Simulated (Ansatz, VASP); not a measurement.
**PbSe in VASP and in Ansatz**

File INCAR:

```
SYSTEM = PbSe
ALGO = Normal
EDIFF = 1E-6
ENCUT = 500
GGA = RP
GGA_COMPAT = .False.
ISIF = 2
ISMEAR = 0
IVDW = 13
LASPH = .True.
LCHARG = .False.
LREAL = .False.
LWAVE = .False.
NBANDS = 17
NELM = 120
PREC = Accurate
SIGMA = 0.05
```

KPOINTS

```
k-points
0
Gamma
  6 6 6
  0 0 0
```

POSCAR

```
PbSe
1.0
    0.0000000000      3.0456497455      3.0456497455
    3.0456497455      0.0000000000      3.0456497455
    3.0456497455      3.0456497455      0.0000000000
Pb Se
1 1
Direct
    0.5000000000      0.5000000000      0.5000000000
    0.0000000000      0.0000000000      0.0000000000
```

Input for Ansatz:

```yaml
crystal:
  lattice:
    - [0.0, 3.0456497455, 3.0456497455]
    - [3.0456497455, 0.0, 3.0456497455]
    - [3.0456497455, 3.0456497455, 0.0]
  atoms:
    - { symbol: Pb, position: [0.5, 0.5, 0.5] }
    - { symbol: Se, position: [0.0, 0.0, 0.0] }
basis:
  ecutwfc: 420
  ecutrho_ratio: 4
kpoints:
  mp_grid: { grid: [6, 6, 6] }
hamiltonian:
  xc: rpbe
  dispersion: d4
scf:
  occupations: { method: gaussian, width: 0.05 }
output:
  forces: true
  stress: true
  eigenvalues: true
```

Alike in both runs: task single point; functional RPBE; dispersion D4; k mesh 6 × 6 × 6; occupations gaussian, width 0.05 eV; no spin polarisation.

|  | VASP | Ansatz |
| --- | --- | --- |
| version | VASP 6.6.1 | Ansatz 0.2.0 |
| potentials or method | VASP PAW PBE potentials, release 64 (Pb_d, Se), cutoff 500 eV | scalar-relativistic, plane waves, PAW |
| valence electrons in the cell | 20 | 30 |

```tsv
	VASP	Ansatz	Ansatz less VASP
gap on the k mesh at the Fermi level (eV)	0.32	0.32	-0.006
least direct gap on the mesh (eV)	0.32	0.32	-0.006
pressure (GPa)	1.0	1.0	+0.02
```

VASP's potentials were made for PBE, not for RPBE. VASP's potentials hold 20 valence electrons a cell and Ansatz's 30, so a difference there can come from the potentials and not from the codes.

Neither program's run includes spin-orbit coupling.
